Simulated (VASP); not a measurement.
Wanted: the native input for a VASP 6.6.1 run.

* Task: single point
* Functional: PBEsol
* Potentials or basis: VASP PAW PBE potentials, release 64 (Hf_pv, N)
* Cutoff: 520 eV
* k mesh: 15 × 15 × 15
* Occupations: fermi-dirac, width 0.1 eV
* Spin: no spin polarisation
* Dipole correction: no
* Further INCAR settings: ALGO = Normal; EDIFF = 1e-07; NBANDS = 14

The structure of HfN (rocksalt type) lies in POSCAR:

```
HfN
1.0
    0.0000000000      1.9793052388      1.9793052388
    1.9793052388      0.0000000000      1.9793052388
    1.9793052388      1.9793052388      0.0000000000
Hf N
1 1
Direct
    0.0000000000      0.0000000000      0.0000000000
    0.5000000000      0.5000000000      0.5000000000
```

This cell differs from its parent crystal: volume scaled by 0.68.

The input as run:

INCAR

```
  PREC = Accurate
  ENCUT = 520
  EDIFF = 1E-7
  ISMEAR = -1
  SIGMA = 0.1
  LREAL = F
  LASPH = T
  NELM = 100
  ALGO = Normal
  ISIF = 2
  LWAVE = F
  LCHARG = T
  GGA = PS
  LELF = T
  LVHAR = T
  NBANDS = 14
```

KPOINTS

```
regular mesh
0
Gamma
  15 15 15
```

Potentials or basis: VASP PAW PBE potentials, release 64 (Hf_pv, N).

The run is started by

```bash
$ cat potpaw_PBE.64/Hf_pv/POTCAR potpaw_PBE.64/N/POTCAR > POTCAR
$ mpirun -np 1 vasp_std > vasp.out
```

Results of the run:

The pressure is 248.4 GPa.

Caveat: the PAW data sets were made with another functional, which shifts forces and pressure a little.

Run time: 44 s on 1 thread of Intel Xeon 8259CL, on a shared host, peak memory 0.16 GiB.
